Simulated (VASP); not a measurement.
Ag: single point with LDA

Ag:

```
CELL_PARAMETERS angstrom
0.00000 1.66866 1.66866
1.66866 0.00000 1.66866
1.66866 1.66866 0.00000
ATOMIC_POSITIONS crystal
Ag 0.00000 0.00000 0.00000
```

* Program: VASP 6.6.1
* Task: single point
* Functional: LDA
* Potentials or basis: VASP PAW LDA potentials, release 64 (Ag)
* Cutoff: 520 eV
* k mesh: 18 × 18 × 18
* Occupations: fermi-dirac, width 0.05 eV
* Spin: no spin polarisation
* Dipole correction: no
* Further INCAR settings: ALGO = Normal; EDIFF = 1e-07; NBANDS = 12

The pressure is 335.8 GPa and the band gap on the k mesh is zero (an odd number of electrons rules out a gap without spin polarisation).

Levels at points of the mesh, in eV from the Fermi level:
```
           k point  band 3  band 4  band 5  band 6  band 7  band 8  band 9  band 10
(0.00, 0.00, 0.00)   -9.24   -9.24   -6.28   -6.28   14.40   21.87   21.87    21.87
(0.50, 0.00, 0.00)   -9.38   -4.02   -4.02   -3.06    8.02   13.90   22.61    22.61
(0.50, 0.50, 0.00)   -4.07   -3.40   -3.40    0.42   12.66   12.81   12.81    26.07
```

It took 7.8 s on 1 thread of Intel(R) Xeon(R) 6975P-C (Granite Rapids), with other jobs on the host, peak memory 0.13 GiB.

Caveat: the cell stands under pressure.
